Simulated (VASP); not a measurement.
Pt: single point with RPBE

Pt:

```xyz
2
Lattice="2.7821 0.0000 0.0000 -1.3911 2.4094 0.0000 0.0000 0.0000 4.7878" Properties=species:S:1:pos:R:3 pbc="T T T"
Pt    0.0000    1.6063    1.1970
Pt    1.3911    0.8031    3.5909
```

| Item | Value |
| --- | --- |
| Program | VASP 6.6.1 |
| Task | single point |
| Functional | RPBE |
| Potentials or basis | VASP PAW PBE potentials, release 64 (Pt) |
| Cutoff | 520 eV |
| k mesh | 21 × 21 × 11 |
| Occupations | fermi-dirac, width 0.1 eV |
| Spin | no spin polarisation |
| Dipole correction | no |
| Further INCAR settings | ALGO = Normal; EDIFF = 1e-06; NBANDS = 17 |

```
Pressure               : -0.5 GPa
Band gap on the k mesh : zero (band 10 reaches 10.59 eV, above the bottom of band 11 at 9.42 eV)
```

Stress tensor (GPa, compression positive):
```
-0.41  0.00  0.00
 0.00 -0.41  0.00
 0.00  0.00 -0.61
```

Levels at points of the mesh, in eV from the Fermi level:
```csv
k point,band 8,band 9,band 10,band 11,band 12,band 13
"(0.00, 0.00, 0.00)",-1.82,-1.82,-0.57,-0.24,-0.24,4.70
```

Run time: 64 s on 1 thread of AMD EPYC 9R45 96-Core Processor (Zen 5) (shared host), peak memory 0.23 GiB.

Caveat: the PAW data sets were made with another functional, which shifts forces and pressure a little; spin-orbit coupling is left out, which moves the levels of the heavy elements.
